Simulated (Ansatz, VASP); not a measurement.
# Two plane-wave programs on Sc

The input INCAR:

```
SYSTEM = Sc
PREC = Accurate ; ENCUT = 520
EDIFF = 1E-6 ; ISMEAR = 0
SIGMA = 0.15 ; LREAL = .FALSE.
LASPH = .TRUE. ; NELM = 100
ALGO = Fast ; ISIF = 2
LWAVE = .FALSE. ; LCHARG = .FALSE.
GGA = PE ; NBANDS = 18
```

File KPOINTS:

```
Automatic mesh
0
G
  18 18 10
  0 0 0
```

The input POSCAR:

```
Sc
1.0
    3.2095339604      0.0000000000      0.0000000000
   -1.6047669802      2.7795379440      0.0000000000
    0.0000000000      0.0000000000      5.1099600000
Sc
2
Direct
    0.3333333333      0.6666666667      0.2500000000
    0.6666666667      0.3333333333      0.7500000000
```

Input for Ansatz:

```yaml
crystal:
  lattice:
    - [3.2095339604, 0.0, 0.0]
    - [-1.6047669802, 2.779537944, 0.0]
    - [0.0, 0.0, 5.10996]
  atoms:
    - { symbol: Sc, position: [0.3333333333, 0.6666666667, 0.25] }
    - { symbol: Sc, position: [0.6666666667, 0.3333333333, 0.75] }
basis:
  ecutwfc: 420
kpoints:
  mp_grid: { grid: [18, 18, 10] }
hamiltonian:
  xc: pbe
scf:
  occupations: { method: gaussian, width: 0.15 }
output:
  forces: true
  stress: true
  eigenvalues: true
  write_density: true
  write_potential: true
  elf: true
  volumetric_format: npy
```

Change from the starting cell: strain -0.030 along x and y, -0.030 along z, atoms carried along.

Alike in both runs: task single point; functional PBE; k mesh 18 × 18 × 10; occupations gaussian, width 0.15 eV; no spin polarisation.

```csv
,VASP,Ansatz
version,VASP 6.6.1,Ansatz 0.2.0
potentials or method,"VASP PAW PBE potentials, release 64 (Sc_sv), cutoff 520 eV","scalar-relativistic, plane waves, PAW"
valence electrons in the cell,22,22
```

Ansatz gave:

- gap on the k mesh at the Fermi level (eV): none
- pressure (GPa): 4.9
- traceless stress, the component that is largest in VASP (GPa): -1.43

Q: Estimate VASP's values.

A: gap on the k mesh at the Fermi level (eV): none; pressure (GPa): 5.0; traceless stress, the component that is largest in VASP (GPa): -1.43.

A gap of «none» marks a metal or a gap that the smearing closes.
